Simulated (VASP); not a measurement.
Wanted: the native input for a VASP 6.6.1 run.

* Task: single point
* Functional: PBEsol
* Potentials or basis: VASP PAW PBE potentials, release 64 (S, Zr_sv)
* Cutoff: 400 eV
* k mesh: 7 × 3 × 1
* Occupations: gaussian, width 0.05 eV
* Spin: no spin polarisation
* Dipole correction: yes
* Further INCAR settings: ALGO = Normal; EDIFF = 1e-06; NBANDS = 87; NELMDL = -8

The structure of ZrS2 lies in POSCAR:

```
ZrS2
1.0
    3.6273864416      0.0000000000      0.0000000000
    0.0000000000      8.6056646436      0.0000000000
    0.0000000000      0.0000000000     26.4241467612
S Zr
12 6
Direct
    0.0000000000      0.5441846717      0.2848694627
    0.0000000000      0.9379397851      0.2987384473
    0.5000000000      0.2579077121      0.3642102757
    0.5000000000      0.6671319272      0.3952621273
    0.0000000000      0.9948715313      0.4464455584
    0.0000000000      0.4037138951      0.4709561419
    0.5000000000      0.7307314258      0.5290437256
    0.5000000000      0.1395737488      0.5535545149
    0.0000000000      0.4673129556      0.6047378188
    0.0000000000      0.8765372195      0.6357896623
    0.5000000000      0.1965045277      0.7012613983
    0.5000000000      0.5902598333      0.7151305307
    0.5000000000      0.7509511252      0.3073055449
    0.0000000000      0.4587587405      0.3754427693
    0.5000000000      0.1999528721      0.4596454144
    0.0000000000      0.9344919479      0.5403548715
    0.5000000000      0.6756857600      0.6245573597
    0.0000000000      0.3834931347      0.6926943762
```

These files were run (other wordings do the same):

INCAR

```
SYSTEM = ZrS2
PREC = Accurate ; ENCUT = 400
EDIFF = 1E-6 ; ISMEAR = 0
SIGMA = 0.05 ; LREAL = .FALSE.
LASPH = .TRUE. ; NELM = 120
ALGO = Normal ; ISIF = 2
LWAVE = .FALSE. ; LCHARG = .FALSE.
LDIPOL = .TRUE. ; IDIPOL = 3
DIPOL = 0.5 0.5 0.500 ; GGA = PS
NBANDS = 87 ; GGA_COMPAT = .FALSE.
NELMDL = -8
```

KPOINTS

```
Automatic mesh
0
G
  7 3 1
  0 0 0
```

Potentials or basis: VASP PAW PBE potentials, release 64 (S, Zr_sv).

Launch:

```sh
$ cat potpaw_PBE.64/S/POTCAR potpaw_PBE.64/Zr_sv/POTCAR > POTCAR
$ mpirun -np 1 vasp_std > vasp.out
```

Results of the run:

```json
{
 "Largest force": "0.038 eV/Å",
 "Band gap on the k mesh": "1.10 eV"
}
```

Caveat: the PAW data sets were made with another functional, which shifts forces and pressure a little.

Wall time 17 min on 1 thread of Intel(R) Xeon(R) Platinum 8488C (Sapphire Rapids) (shared host), peak memory 0.68 GiB.
